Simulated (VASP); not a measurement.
# W (P6_3/mmc) in VASP: notebook

Runs on W. Level: LDA. Tasks: single point, relaxation of cell and atoms.

Everything below comes from runs of VASP 6.6.1. Logs are shortened: lines on timing, memory, paths and dates and some standing lists are left out, and cuts for length are marked.

### Step 1. The cell of the first run

It takes space group P6_3/mmc (No. 194, hexagonal). The conventional cell has a = 2.736 Å, b = 2.736 Å, c = 4.841 Å, α = 90.00°, β = 90.00°, γ = 120.00°. Within 3.6 Å of W (site symmetry -6m2) lie 12 W at 2.74 to 2.89 Å.

This isn't the form of W at room conditions, which is bcc.

### Step 2. Single point, LDA

Input file INCAR:

```
ALGO     = Normal         # electronic algorithm
EDIFF    = 1E-7           # SCF threshold, eV
ENCUT    = 520            # plane-wave cutoff, eV
ISIF     = 2              # what is computed and relaxed
ISMEAR   = -1             # smearing method
LASPH    = T              # aspherical terms in the spheres
LCHARG   = F              # write CHGCAR
LREAL    = F              # projectors in reciprocal space
LWAVE    = F              # write WAVECAR
NBANDS   = 21             # bands
NELM     = 60             # most SCF steps
PREC     = Accurate       # precision mode
SIGMA    = 0.05           # smearing width, eV
```

Input file KPOINTS:

```
k-points
0
Gamma
  10 10 6
```

Input file POSCAR:

```
W
1.0
    2.7356457621      0.0000000000      0.0000000000
   -1.3678228810      2.3691387257      0.0000000000
    0.0000000000      0.0000000000      4.8409799818
W
2
Direct
    0.3333333333      0.6666666667      0.2500000000
    0.6666666667      0.3333333333      0.7500000000
```

Potentials or basis: VASP PAW LDA potentials, release 64 (W_sv).

The run is started by

```
> cat potpaw_LDA.64/W_sv/POTCAR > POTCAR
> mpirun -np 1 vasp_std > vasp.out
```

OUTCAR:

```text
EDIFF = 1E-7
   ENCUT = 520
   ISIF = 2
   ISMEAR = -1
   LASPH = T
   LREAL = F
   NELM = 60
   PREC = Accurate

 ion  position               nearest neighbor table
   1  0.333  0.667  0.250-   2 2.89   2 2.89   2 2.89   2 2.89   2 2.89   2 2.89
   2  0.667  0.333  0.750-   1 2.89   1 2.89   1 2.89   1 2.89   1 2.89   1 2.89

  LATTYP: Found a hexagonal cell.
 ALAT       =     2.7356457621
 C/A-ratio  =     1.7695931428

  Lattice vectors:

 A1 = (   2.7356457621,   0.0000000000,   0.0000000000)
 A2 = (  -1.3678228810,   2.3691387257,   0.0000000000)
 A3 = (   0.0000000000,   0.0000000000,   4.8409799818)

Analysis of symmetry for initial positions (statically):
=====================================================================
 Subroutine PRICEL returns:
 Original cell was already a primitive cell.

 Routine SETGRP: Setting up the symmetry group for a
 hexagonal supercell.

 Subroutine GETGRP returns: Found 24 space group operations
 (whereof 12 operations were pure point group operations)
 out of a pool of 24 trial point group operations.

The static configuration has the point symmetry D_3d.
 The point group associated with its full space group is D_6h.

Analysis of symmetry for dynamics (positions and initial velocities):
=====================================================================
 Subroutine PRICEL returns:
 Original cell was already a primitive cell.

 Routine SETGRP: Setting up the symmetry group for a
 hexagonal supercell.

 Subroutine GETGRP returns: Found 24 space group operations
 (whereof 12 operations were pure point group operations)
 out of a pool of 24 trial point group operations.

The dynamic configuration has the point symmetry D_3d.
 The point group associated with its full space group is D_6h.

 Subroutine INISYM returns: Found 24 space group operations
 (whereof 12 operations are pure point group operations),
 and found     1 'primitive' translations

----------------------------------------------------------------------------------------

                                     Primitive cell

  volume of cell :      31.3750

  direct lattice vectors                    reciprocal lattice vectors
     2.735645762  0.000000000  0.000000000     0.365544404  0.211047160  0.000000000
    -1.367822881  2.369138726  0.000000000     0.000000000  0.422094320  0.000000000
     0.000000000  0.000000000  4.840979982     0.000000000  0.000000000  0.206569745

  length of vectors
     2.735645762  2.735645762  4.840979982     0.422094320  0.422094320  0.206569745

  position of ions in fractional coordinates (direct lattice)
     0.333333333  0.666666667  0.250000000
     0.666666667  0.333333333  0.750000000

  ion indices of the primitive-cell ions
   primitive index   ion index
                 1           1
                 2           2

----------------------------------------------------------------------------------------

 KPOINTS: k-points

Automatic generation of k-mesh.
 Grid dimensions read from file:
 generate k-points for:   10   10    6

 Generating k-lattice:

  Cartesian coordinates                     Fractional coordinates (reciprocal lattice)
     0.036554440  0.021104716  0.000000000     0.100000000  0.000000000  0.000000000
     0.000000000  0.042209432  0.000000000     0.000000000  0.100000000  0.000000000
     0.000000000  0.000000000  0.034428291     0.000000000  0.000000000  0.166666667

  Length of vectors
     0.042209432  0.042209432  0.034428291

  Shift w.r.t. Gamma in fractional coordinates (k-lattice)
     0.000000000  0.000000000  0.000000000

 Subroutine IBZKPT returns following result:
 ===========================================

 Found     56 irreducible k-points:

 Following reciprocal coordinates:
            Coordinates               Weight
  0.000000  0.000000  0.000000      1.000000
  0.100000  0.000000  0.000000      6.000000
  0.200000  0.000000  0.000000      6.000000
  0.300000  0.000000  0.000000      6.000000
  0.400000  0.000000  0.000000      6.000000
  0.500000 -0.000000  0.000000      3.000000
[... 16 lines left out ...]
  0.300000  0.100000  0.166667     24.000000
  0.400000  0.100000  0.166667     24.000000
 [... further k-points ...]
   k-points           NKPTS =     56   k-points in BZ     NKDIM =     56   number of bands    NBANDS=     21
   number of dos      NEDOS =    301   number of ions     NIONS =      2
   total plane-waves  NPLWV =  14400
   dimension x,y,z NGX =    20 NGY =   20 NGZ =   36
   dimension x,y,z NGXF=    40 NGYF=   40 NGZF=   72
   ions per type =               2
   NGX,Y,Z   is equivalent  to a cutoff of  12.15, 12.15, 12.36 a.u.
   NGXF,Y,Z  is equivalent  to a cutoff of  24.31, 24.31, 24.73 a.u.
 SYSTEM =  unknown system
   PREC   = accura    normal or accurate (medium, high low for compatibility)
   ISTART =      0    job   : 0-new  1-cont  2-samecut
   ICHARG =      2    charge: 1-file 2-atom 10-const
   ISPIN  =      1    spin polarized calculation?
   LNONCOLLINEAR =      F non collinear calculations
   LSORBIT =      F    spin-orbit coupling
   LASPH  =      T    aspherical Exc in radial PAW
   ENCUT  =  520.0 eV  38.22 Ry    6.18 a.u.   5.09  5.09  9.00*2*pi/ulx,y,z
   NELM   =     60;   NELMIN=  2; NELMDL= -5     # of ELM steps
   EDIFF  = 0.1E-06   stopping-criterion for ELM
   LREAL  =      F    real-space projection
   EDIFFG = 0.1E-05   stopping-criterion for IOM
   NSW    =      0    number of steps for IOM
   IBRION =     -1    ionic relax: 0-MD 1-quasi-New 2-CG
   NFREE  =      0    steps in history (QN), initial steepest desc. (CG)
   ISIF   =      2    stress and relaxation
   ISYM   =      2    0-nonsym 1-usesym 2-fastsym
   POTIM  = 0.5000    time-step for ionic-motion
   TEBEG  =    0.0;   TEEND  =   0.0 temperature during run
   PSTRESS=    0.0 pullay stress
   NELECT =      28.0000    total number of electrons
   NUPDOWN=      -1.0000    fix difference up-down
   EMIN   =  10.00;   EMAX   =-10.00  energy-range for DOS
   EFERMI =   0.00;   METHOD = LEGACY
   ISMEAR =    -1;   SIGMA  =   0.05  broadening in eV -4-tet -1-fermi 0-gaus
   EFERMI_NEDOS =   21; number of points for ismear=-14 and -15
   IALGO  =     38    algorithm
   IMIX   =      4    mixing-type and parameters
     AMIX     =   0.40;   BMIX     =  1.00
     AMIX_MAG =   1.60;   BMIX_MAG =  1.00
  volume/ion in A,a.u.               =      15.69       105.86
  Fermi-wavevector in a.u.,A,eV,Ry     =   1.576158  2.978506 33.800581  2.484273
  Thomas-Fermi vector in A             =   2.677033
   LORBIT       =      0    0 simple, 1 ext, 2 COOP (PROOUT), +10 PAW based schemes
   GGA     = CA    functional components
   LHFCALC =     F    Hartree Fock is set to
   AEXX    =    0.0000 exact exchange contribution
   IVDW    =     0    specifies the selected vdW correction
   LEPSILON=     F    determine dielectric tensor
   LRPA    =     F    only Hartree local field effects (RPA)
 non-spin polarized calculation
  energy-cutoff  :      520.00
  volume of cell :       31.37
 maximum number of plane-waves:       859
   NGX = 11   NGY = 11   NGZ = 19

 number of electron      28.0000000 magnetization

 Free energy of the ion-electron system (eV)
  ---------------------------------------------------
  ext. energy  EPLUGINS =         0.00000000
  ---------------------------------------------------
  free energy    TOTEN  =       -27.19761802 eV

  energy without entropy =      -27.18041574  energy(sigma->0) =      -27.18901688

 E-fermi :  11.0910     XC(G=0): -13.8687

 val. band max:       11.0908342953   @ k =   0.0000   0.0000   0.1667
 cond. band min:      11.0934302292   @ k =   0.2000   0.2000   0.3333
 fundamental gap:      0.0025959339
 Fermi energy:        11.0910003950

 k-point     1 :       0.0000    0.0000    0.0000
  band No.  band energies     occupation
      1     -62.1528      2.00000
      2     -62.0587      2.00000
      3     -27.2622      2.00000
      4     -26.1499      2.00000
      5     -25.9685      2.00000
      6     -25.9685      2.00000
[... 13 lines left out ...]
     20      15.5722      0.00000
     21      20.5633      0.00000

 k-point     2 :       0.1000    0.0000    0.0000
  band No.  band energies     occupation
      1     -62.1389      2.00000
      2     -62.0489      2.00000
      3     -27.2202      2.00000
      4     -26.1557      2.00000
      5     -26.1022      2.00000
      6     -26.0051      2.00000
[... 13 lines left out ...]
     20      16.6656      0.00000
     21      20.4972      0.00000

 k-point     3 :       0.2000    0.0000    0.0000
  band No.  band energies     occupation
      1     -62.1020      2.00000
      2     -62.0236      2.00000
      3     -27.1038      2.00000
      4     -26.4463      2.00000
      5     -26.3313      2.00000
      6     -26.1771      2.00000
[... 13 lines left out ...]
     20      18.6438      0.00000
     21      20.1271      0.00000

 k-point     4 :       0.3000    0.0000    0.0000
  band No.  band energies     occupation
      1     -62.0547      2.00000
      2     -61.9938      2.00000
      3     -26.9401      2.00000
      4     -26.8593      2.00000
      5     -26.7290      2.00000
      6     -26.2221      2.00000
[... 13 lines left out ...]
     20      19.5966      0.00000
     21      20.5726      0.00000

 k-point     5 :       0.4000    0.0000    0.0000
  band No.  band energies     occupation
      1     -62.0136      2.00000
      2     -61.9723      2.00000
      3     -27.1828      2.00000
      4     -27.0350      2.00000
      5     -26.7745      2.00000
      6     -26.2921      2.00000
[... 13 lines left out ...]
     20      19.6887      0.00000
     21      21.9647      0.00000
[... 382 lines left out ...]
     20      17.2985      0.00000
     21      21.5169      0.00000

 k-point    22 :       0.2000    0.1000    0.1667
  band No.  band energies     occupation
      1     -62.0668      2.00000
      2     -62.0084      2.00000
      3     -26.9805      2.00000
      4     -26.6521      2.00000
      5     -26.5991      2.00000
      6     -26.2436      2.00000
[... 13 lines left out ...]
     20      18.3518      0.00000
     21      21.5599      0.00000

 k-point    23 :       0.3000    0.1000    0.1667
  band No.  band energies     occupation
      1     -62.0235      2.00000
      2     -61.9817      2.00000
      3     -27.0613      2.00000
      4     -26.9431      2.00000
      5     -26.7350      2.00000
      6     -26.3210      2.00000
[... 13 lines left out ...]
     20      19.0294      0.00000
     21      21.7425      0.00000

 k-point    24 :       0.4000    0.1000    0.1667
  band No.  band energies     occupation
      1     -61.9943      2.00000
      2     -61.9675      2.00000
      3     -27.2534      2.00000
      4     -27.1201      2.00000
      5     -26.6444      2.00000
      6     -26.3805      2.00000
[... 13 lines left out ...]
     20      19.7947      0.00000
     21      21.7643      0.00000

 [... further k-points ...]

------------------------ aborting loop because EDIFF is reached ----------------------------------------

  FORCE on cell =-STRESS in cart. coord.  units (eV):
  Direction    XX          YY          ZZ          XY          YZ          ZX
  --------------------------------------------------------------------------------------
  -------------------------------------------------------------------------------------
  Total        0.5940520      0.5940520      0.4056275      0.0000000      0.0000000      0.0000000
  in kB       30.3355171     30.3355171     20.7135421      0.0000000      0.0000000      0.0000000
  external PRESSURE =      27.1281921 kB  Pullay stress =       0.0000000 kB

 VOLUME and BASIS-vectors are now :
 -----------------------------------------------------------------------------
  energy-cutoff  :      520.00
  volume of cell :       31.37
      direct lattice vectors                 reciprocal lattice vectors
     2.735645762  0.000000000  0.000000000     0.365544404  0.211047160  0.000000000
    -1.367822881  2.369138726  0.000000000     0.000000000  0.422094320  0.000000000
     0.000000000  0.000000000  4.840979982     0.000000000  0.000000000  0.206569745

 POSITION                                       TOTAL-FORCE (eV/Angst)
 -----------------------------------------------------------------------------------
     -0.00000      1.57943      1.21024        -0.000000      0.000000      0.000000
      1.36782      0.78971      3.63073         0.000000      0.000000      0.000000
 -----------------------------------------------------------------------------------
    total drift:                                0.000000     -0.000000      0.000000

  FREE ENERGIE OF THE ION-ELECTRON SYSTEM (eV)
  ---------------------------------------------------
  free  energy   TOTEN  =       -27.1976180177 eV

  energy  without entropy=      -27.1804157373  energy(sigma->0) =      -27.18901688
```

It took 34 s on 1 thread of Intel Xeon Platinum 8259CL at 2.50GHz (Skylake/Cascade Lake), shared host; peak memory 0.14 GiB.

Results:

* Free energy: -27.1976 eV
* Pressure: 2.7 GPa
* Band gap on the k mesh: zero (bands 14 and 15 overlap by 1.97 eV)

Stress tensor (GPa, compression positive):
```
3.03 0.00 0.00
0.00 3.03 0.00
0.00 0.00 2.07
```

Caveat: spin-orbit coupling is left out, which moves the levels of the heavy elements.

### Step 3. Relaxation of cell and atoms, LDA

This run uses another cell than the first one, of 15.86 Å³/atom.

Input file INCAR:

```
PREC = Accurate
ENCUT = 600
EDIFF = 1E-6
ISMEAR = -1
SIGMA = 0.05
LREAL = F
LASPH = T
NELM = 100
ALGO = Normal
ISIF = 3
LWAVE = F
LCHARG = F
GGA = CA
IBRION = 2
NSW = 60
EDIFFG = -0.03
```

Input file KPOINTS:

```
regular mesh
0
Gamma
  10 10 6
```

Input file POSCAR:

```
W
1.0
    2.8200000000      0.0000000000      0.0000000000
   -1.4100000000      2.4421916387      0.0000000000
    0.0000000000      0.0000000000      4.6050600000
W
2
Direct
    0.3333333333      0.6666666667      0.2500000000
    0.6666666667      0.3333333333      0.7500000000
```

Potentials or basis: VASP PAW LDA potentials, release 64 (W_sv).

The run is started by

```
> cat potpaw_LDA.64/W_sv/POTCAR > POTCAR
> mpirun -np 1 vasp_std > vasp.out
```

It took 2.7 min on 1 thread of Intel Xeon Platinum 8259CL at 2.50GHz (Skylake/Cascade Lake), shared host; peak memory 0.18 GiB.

Results (log left out):

```yaml
Free_energy: -27.2000 eV
Relaxed_volume: 15.82 Å³/atom
Relaxed_cell: a = 2.745 Å, b = 2.745 Å, c = 4.851 Å, α = 90.00°, β = 90.00°, γ = 120.00°
Space_group_after_relaxing_to_0.1_Å: P6_3/mmc (No. 194)
Energy_gained_by_relaxing: 52.0 meV/atom
Ionic_steps: 7
Pressure_after_relaxing: 0.0 GPa
Band_gap_on_the_k_mesh: zero (bands 14 and 15 overlap by 1.94 eV)
```

The path:
```
step  energy change (eV)  largest force (eV/Å)  pressure (GPa)  volume (Å³)
   1              0.0000                0.0000           -2.32        31.71
   2             -0.0707                0.0000           10.72        30.62
   3             -0.0775                0.0000            7.71        30.84
   4             -0.0946                0.0000            0.44        31.71
   5             -0.1008                0.0000            2.74        31.40
   6             -0.1033                0.0000           -1.24        31.76
   7             -0.1040                0.0000           -0.01        31.64
```

Final structure:
```cif
data_structure
_symmetry_space_group_name_H-M 'P 1'
_symmetry_Int_Tables_number 1
_cell_length_a 2.7445
_cell_length_b 2.7445
_cell_length_c 4.8506
_cell_angle_alpha 90.000
_cell_angle_beta 90.000
_cell_angle_gamma 120.000
_cell_volume 31.64
loop_
_atom_site_label
_atom_site_type_symbol
_atom_site_fract_x
_atom_site_fract_y
_atom_site_fract_z
_atom_site_occupancy
W1 W 0.33333 0.66667 0.25000 1
W2 W 0.66667 0.33333 0.75000 1
```

Levels at points of the mesh, in eV from the Fermi level:
```csv
k point,band 12,band 13,band 14,band 15,band 16,band 17
"(0.00, 0.00, 0.00)",-0.51,-0.51,0.02,0.12,0.12,1.97
"(0.50, 0.00, 0.00)",-1.28,-0.80,-0.33,-0.31,4.91,5.89
"(0.00, 0.00, 0.50)",-2.15,-0.47,-0.47,-0.47,-0.47,3.62
"(0.50, 0.00, 0.50)",-3.60,1.47,1.47,1.66,1.66,5.34
```

Caveat: spin-orbit coupling is left out, which moves the levels of the heavy elements.
